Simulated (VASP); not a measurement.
# InP in VASP: notebook

The runs below take InP through single point, with PBE.

Program: VASP 6.6.1. These are calculated values, not measurements. Logs are shortened: lines on timing, memory, paths and dates and some standing lists are left out, and cuts for length are marked.

## (1) The cell of the first run

It takes space group F-43m (No. 216, cubic). Conventional cell: a = 6.139 Å, b = 6.139 Å, c = 6.139 Å, α = 90.00°, β = 90.00°, γ = 90.00°. Within 3.5 Å of In (site symmetry -43m) lie 4 P at 2.66 Å. Within 3.5 Å of P (site symmetry -43m) lie 4 In at 2.66 Å.

## (2) Single point, PBE (strain +0.030 along x and y, +0.030 along z)

File INCAR:

```
  ALGO = Normal
  EDIFF = 1E-6
  ENCUT = 520
  GGA = PE
  ISIF = 2
  ISMEAR = 0
  LASPH = T
  LCHARG = T
  LELF = T
  LREAL = F
  LVHAR = T
  LWAVE = F
  NBANDS = 16
  NELM = 60
  PREC = Accurate
  SIGMA = 0.05
```

File KPOINTS:

```
k-points
0
Gamma
  10 10 10
```

File POSCAR:

```
InP
1.0
    0.0000000000      3.0694352298      3.0694352298
    3.0694352298      0.0000000000      3.0694352298
    3.0694352298      3.0694352298      0.0000000000
In P
1 1
Direct
    0.0000000000      0.0000000000      0.0000000000
    0.7500000000      0.7500000000      0.7500000000
```

Potentials or basis: VASP PAW PBE potentials, release 64 (In_d, P).

On the command line:

```console
> cat potpaw_PBE.64/In_d/POTCAR potpaw_PBE.64/P/POTCAR > POTCAR
> mpirun -np 1 vasp_std > vasp.out
```

OUTCAR:

```text
EDIFF = 1E-6
   ENCUT = 520
   GGA = PE
   ISIF = 2
   ISMEAR = 0
   LASPH = T
   LREAL = F
   NELM = 60
   PREC = Accurate

 ion  position               nearest neighbor table
   1  0.000  0.000  0.000-   2 2.66   2 2.66   2 2.66   2 2.66
   2  0.750  0.750  0.750-   1 2.66   1 2.66   1 2.66   1 2.66

  LATTYP: Found a face centered cubic cell.
 ALAT       =     6.1388704596

  Lattice vectors:

 A1 = (   0.0000000000,   3.0694352298,   3.0694352298)
 A2 = (   3.0694352298,   0.0000000000,   3.0694352298)
 A3 = (   3.0694352298,   3.0694352298,   0.0000000000)

Analysis of symmetry for initial positions (statically):
=====================================================================
 Subroutine PRICEL returns:
 Original cell was already a primitive cell.

 Routine SETGRP: Setting up the symmetry group for a
 face centered cubic supercell.

 Subroutine GETGRP returns: Found 24 space group operations
 (whereof 24 operations were pure point group operations)
 out of a pool of 48 trial point group operations.

The static configuration has the point symmetry T_d .

Analysis of symmetry for dynamics (positions and initial velocities):
=====================================================================
 Subroutine PRICEL returns:
 Original cell was already a primitive cell.

 Routine SETGRP: Setting up the symmetry group for a
 face centered cubic supercell.

 Subroutine GETGRP returns: Found 24 space group operations
 (whereof 24 operations were pure point group operations)
 out of a pool of 48 trial point group operations.

The dynamic configuration has the point symmetry T_d .

 Subroutine INISYM returns: Found 24 space group operations
 (whereof 24 operations are pure point group operations),
 and found     1 'primitive' translations

----------------------------------------------------------------------------------------

                                     Primitive cell

  volume of cell :      57.8370

  direct lattice vectors                    reciprocal lattice vectors
     0.000000000  3.069435230  3.069435230    -0.162896417  0.162896417  0.162896417
     3.069435230  0.000000000  3.069435230     0.162896417 -0.162896417  0.162896417
     3.069435230  3.069435230  0.000000000     0.162896417  0.162896417 -0.162896417

  length of vectors
     4.340836931  4.340836931  4.340836931     0.282144870  0.282144870  0.282144870

  position of ions in fractional coordinates (direct lattice)
     0.000000000  0.000000000  0.000000000
     0.750000000  0.750000000  0.750000000

  ion indices of the primitive-cell ions
   primitive index   ion index
                 1           1
                 2           2

----------------------------------------------------------------------------------------

 KPOINTS: k-points

Automatic generation of k-mesh.
 Grid dimensions read from file:
 generate k-points for:   10   10   10

 Generating k-lattice:

  Cartesian coordinates                     Fractional coordinates (reciprocal lattice)
    -0.016289642  0.016289642  0.016289642     0.100000000  0.000000000  0.000000000
     0.016289642 -0.016289642  0.016289642     0.000000000  0.100000000  0.000000000
     0.016289642  0.016289642 -0.016289642     0.000000000  0.000000000  0.100000000

  Length of vectors
     0.028214487  0.028214487  0.028214487

  Shift w.r.t. Gamma in fractional coordinates (k-lattice)
     0.000000000  0.000000000  0.000000000

 Subroutine IBZKPT returns following result:
 ===========================================

 Found     47 irreducible k-points:

 Following reciprocal coordinates:
            Coordinates               Weight
  0.000000  0.000000  0.000000      1.000000
  0.100000  0.000000  0.000000      8.000000
  0.200000  0.000000  0.000000      8.000000
  0.300000  0.000000  0.000000      8.000000
  0.400000  0.000000  0.000000      8.000000
  0.500000  0.000000  0.000000      4.000000
[... 16 lines left out ...]
  0.300000  0.300000  0.000000      6.000000
  0.400000  0.300000  0.000000     24.000000
 [... further k-points ...]
   k-points           NKPTS =     47   k-points in BZ     NKDIM =     47   number of bands    NBANDS=     16
   number of dos      NEDOS =    301   number of ions     NIONS =      2
   total plane-waves  NPLWV =  32768
   dimension x,y,z NGX =    32 NGY =   32 NGZ =   32
   dimension x,y,z NGXF=    64 NGYF=   64 NGZF=   64
   ions per type =               1   1
   NGX,Y,Z   is equivalent  to a cutoff of  12.26, 12.26, 12.26 a.u.
   NGXF,Y,Z  is equivalent  to a cutoff of  24.51, 24.51, 24.51 a.u.
 SYSTEM =  unknown system
   PREC   = accura    normal or accurate (medium, high low for compatibility)
   ISTART =      0    job   : 0-new  1-cont  2-samecut
   ICHARG =      2    charge: 1-file 2-atom 10-const
   ISPIN  =      1    spin polarized calculation?
   LNONCOLLINEAR =      F non collinear calculations
   LSORBIT =      F    spin-orbit coupling
   LASPH  =      T    aspherical Exc in radial PAW
   ENCUT  =  520.0 eV  38.22 Ry    6.18 a.u.   8.07  8.07  8.07*2*pi/ulx,y,z
   NELM   =     60;   NELMIN=  2; NELMDL= -5     # of ELM steps
   EDIFF  = 0.1E-05   stopping-criterion for ELM
   LREAL  =      F    real-space projection
   EDIFFG = 0.1E-04   stopping-criterion for IOM
   NSW    =      0    number of steps for IOM
   IBRION =     -1    ionic relax: 0-MD 1-quasi-New 2-CG
   NFREE  =      0    steps in history (QN), initial steepest desc. (CG)
   ISIF   =      2    stress and relaxation
   ISYM   =      2    0-nonsym 1-usesym 2-fastsym
   POTIM  = 0.5000    time-step for ionic-motion
   TEBEG  =    0.0;   TEEND  =   0.0 temperature during run
   PSTRESS=    0.0 pullay stress
   NELECT =      18.0000    total number of electrons
   NUPDOWN=      -1.0000    fix difference up-down
   EMIN   =  10.00;   EMAX   =-10.00  energy-range for DOS
   EFERMI =   0.00;   METHOD = LEGACY
   ISMEAR =     0;   SIGMA  =   0.05  broadening in eV -4-tet -1-fermi 0-gaus
   EFERMI_NEDOS =   21; number of points for ismear=-14 and -15
   IALGO  =     38    algorithm
   IMIX   =      4    mixing-type and parameters
     AMIX     =   0.40;   BMIX     =  1.00
     AMIX_MAG =   1.60;   BMIX_MAG =  1.00
  volume/ion in A,a.u.               =      28.92       195.15
  Fermi-wavevector in a.u.,A,eV,Ry     =   1.109423  2.096506 16.746317  1.230820
  Thomas-Fermi vector in A             =   2.245962
   LORBIT       =      0    0 simple, 1 ext, 2 COOP (PROOUT), +10 PAW based schemes
   GGA     = PE    functional components
   LHFCALC =     F    Hartree Fock is set to
   AEXX    =    0.0000 exact exchange contribution
   IVDW    =     0    specifies the selected vdW correction
   LEPSILON=     F    determine dielectric tensor
   LRPA    =     F    only Hartree local field effects (RPA)
 non-spin polarized calculation
 Gauss-broadening in eV      SIGMA  =   0.05
  energy-cutoff  :      520.00
  volume of cell :       57.84
 maximum number of plane-waves:      1588
   NGX = 17   NGY = 17   NGZ = 17

 number of electron      18.0000002 magnetization

 Free energy of the ion-electron system (eV)
  ---------------------------------------------------
  ext. energy  EPLUGINS =         0.00000000
  ---------------------------------------------------
  free energy    TOTEN  =        -8.33652585 eV

  energy without entropy =       -8.33644114  energy(sigma->0) =       -8.33648350

 E-fermi :   3.8011     XC(G=0):  -8.6816

 val. band max:        3.7840693058   @ k =   0.0000   0.0000   0.0000
 cond. band min:       4.7439286339   @ k =   0.1000   0.0000   0.0000
 fundamental gap:      0.9598593282
 Fermi energy:         3.8011409773

 k-point     1 :       0.0000    0.0000    0.0000
  band No.  band energies     occupation
      1     -10.1940      2.00000
      2     -10.1940      2.00000
      3     -10.1940      2.00000
      4     -10.0999      2.00000
      5     -10.0999      2.00000
      6      -6.8730      2.00000
[... 8 lines left out ...]
     15      13.0020      0.00000
     16      13.0020      0.00000

 k-point     2 :       0.1000    0.0000    0.0000
  band No.  band energies     occupation
      1     -10.2006      2.00000
      2     -10.1911      2.00000
      3     -10.1911      2.00000
      4     -10.0999      2.00000
      5     -10.0999      2.00000
      6      -6.7816      2.00000
[... 8 lines left out ...]
     15      12.5777      0.00000
     16      12.5777      0.00000

 k-point     3 :       0.2000    0.0000    0.0000
  band No.  band energies     occupation
      1     -10.2176      2.00000
      2     -10.1838      2.00000
      3     -10.1838      2.00000
      4     -10.0992      2.00000
      5     -10.0992      2.00000
      6      -6.5204      2.00000
[... 8 lines left out ...]
     15      12.2019      0.00000
     16      12.7744      0.00000

 k-point     4 :       0.3000    0.0000    0.0000
  band No.  band energies     occupation
      1     -10.2381      2.00000
      2     -10.1762      2.00000
      3     -10.1762      2.00000
      4     -10.0968      2.00000
      5     -10.0968      2.00000
      6      -6.1368      2.00000
[... 8 lines left out ...]
     15      12.4336      0.00000
     16      12.4506      0.00000

 k-point     5 :       0.4000    0.0000    0.0000
  band No.  band energies     occupation
      1     -10.2544      2.00000
      2     -10.1715      2.00000
      3     -10.1715      2.00000
      4     -10.0933      2.00000
      5     -10.0933      2.00000
      6      -5.7455      2.00000
[... 8 lines left out ...]
     15      13.2783      0.00000
     16      13.2783      0.00000

 k-point     6 :       0.5000    0.0000    0.0000
  band No.  band energies     occupation
      1     -10.2605      2.00000
      2     -10.1701      2.00000
      3     -10.1701      2.00000
      4     -10.0917      2.00000
      5     -10.0917      2.00000
      6      -5.5641      2.00000
[... 8 lines left out ...]
     15      14.0663      0.00000
     16      14.0663      0.00000

 k-point     7 :       0.1000    0.1000    0.0000
  band No.  band energies     occupation
      1     -10.2062      2.00000
      2     -10.1882      2.00000
      3     -10.1882      2.00000
      4     -10.1021      2.00000
      5     -10.0980      2.00000
      6      -6.7512      2.00000
[... 8 lines left out ...]
     15      12.4827      0.00000
     16      13.0969      0.00000

 k-point     8 :       0.2000    0.1000    0.0000
  band No.  band energies     occupation
      1     -10.2206      2.00000
      2     -10.1821      2.00000
      3     -10.1808      2.00000
      4     -10.1038      2.00000
      5     -10.0959      2.00000
      6      -6.5463      2.00000
[... 8 lines left out ...]
     15      12.9259      0.00000
     16      13.2724      0.00000

 k-point     9 :       0.3000    0.1000    0.0000
  band No.  band energies     occupation
      1     -10.2384      2.00000
      2     -10.1757      2.00000
      3     -10.1728      2.00000
      4     -10.1034      2.00000
      5     -10.0934      2.00000
      6      -6.2005      2.00000
[... 8 lines left out ...]
     15      13.0000      0.00000
     16      13.2470      0.00000
[... 172 lines left out ...]
 k-point    19 :       0.5000    0.2000    0.0000
  band No.  band energies     occupation
      1     -10.2704      2.00000
      2     -10.1619      2.00000
      3     -10.1552      2.00000
      4     -10.1052      2.00000
      5     -10.0887      2.00000
      6      -5.4236      2.00000
[... 8 lines left out ...]
     15      14.1461      0.00000
     16      14.6624      0.00000

 k-point    20 :      -0.4000    0.2000    0.0000
  band No.  band energies     occupation
      1     -10.2681      2.00000
      2     -10.1637      2.00000
      3     -10.1569      2.00000
      4     -10.0997      2.00000
      5     -10.0934      2.00000
      6      -5.3744      2.00000
[... 8 lines left out ...]
     15      12.9805      0.00000
     16      14.5314      0.00000

 k-point    21 :      -0.3000    0.2000    0.0000
  band No.  band energies     occupation
      1     -10.2588      2.00000
      2     -10.1663      2.00000
      3     -10.1625      2.00000
      4     -10.0992      2.00000
      5     -10.0958      2.00000
      6      -5.6305      2.00000
[... 8 lines left out ...]
     15      13.4305      0.00000
     16      14.7826      0.00000

 k-point    22 :      -0.2000    0.2000    0.0000
  band No.  band energies     occupation
      1     -10.2449      2.00000
      2     -10.1715      2.00000
      3     -10.1701      2.00000
      4     -10.1023      2.00000
      5     -10.0945      2.00000
      6      -6.0046      2.00000
[... 8 lines left out ...]
     15      13.4991      0.00000
     16      14.3851      0.00000

 k-point    23 :       0.3000    0.3000    0.0000
  band No.  band energies     occupation
      1     -10.2704      2.00000
      2     -10.1531      2.00000
      3     -10.1531      2.00000
      4     -10.1172      2.00000
      5     -10.0861      2.00000
      6      -5.8832      2.00000
[... 8 lines left out ...]
     15      13.7849      0.00000
     16      15.7376      0.00000

 k-point    24 :       0.4000    0.3000    0.0000
  band No.  band energies     occupation
      1     -10.2825      2.00000
      2     -10.1474      2.00000
      3     -10.1456      2.00000
      4     -10.1191      2.00000
      5     -10.0839      2.00000
      6      -5.5668      2.00000
[... 8 lines left out ...]
     15      14.1570      0.00000
     16      15.6352      0.00000

 [... further k-points ...]
[... 5 lines left out ...]
  --------------------------------------------------------------------------------------
  -------------------------------------------------------------------------------------
  Total       -1.5475369     -1.5475369     -1.5475369     -0.0000000     -0.0000000      0.0000000
  in kB      -42.8692777    -42.8692777    -42.8692777     -0.0000000     -0.0000000      0.0000000
  external PRESSURE =     -42.8692777 kB  Pullay stress =       0.0000000 kB

 VOLUME and BASIS-vectors are now :
 -----------------------------------------------------------------------------
  energy-cutoff  :      520.00
  volume of cell :       57.84
      direct lattice vectors                 reciprocal lattice vectors
     0.000000000  3.069435230  3.069435230    -0.162896417  0.162896417  0.162896417
     3.069435230  0.000000000  3.069435230     0.162896417 -0.162896417  0.162896417
     3.069435230  3.069435230  0.000000000     0.162896417  0.162896417 -0.162896417

 POSITION                                       TOTAL-FORCE (eV/Angst)
 -----------------------------------------------------------------------------------
      0.00000      0.00000      0.00000         0.000000     -0.000000     -0.000000
      4.60415      4.60415      4.60415        -0.000000      0.000000      0.000000
 -----------------------------------------------------------------------------------
    total drift:                                0.000000      0.000000      0.000000

  FREE ENERGIE OF THE ION-ELECTRON SYSTEM (eV)
  ---------------------------------------------------
  free  energy   TOTEN  =        -8.3365258539 eV

  energy  without entropy=       -8.3364411362  energy(sigma->0) =       -8.33648350
```

Run time: 66 s. Hardware: 1 thread of AMD EPYC 7R13, shared host; peak memory 0.17 GiB.

What came out:

```
Free energy            : -8.3365 eV
Pressure               : -4.3 GPa
Band gap on the k mesh : zero (filled and empty bands touch)
```

Caveat: the cell differs from its parent crystal (strain +0.030 along x and y, +0.030 along z); spin-orbit coupling is left out, which moves the levels of the heavy elements.

(Continued in part 2 of 2.)
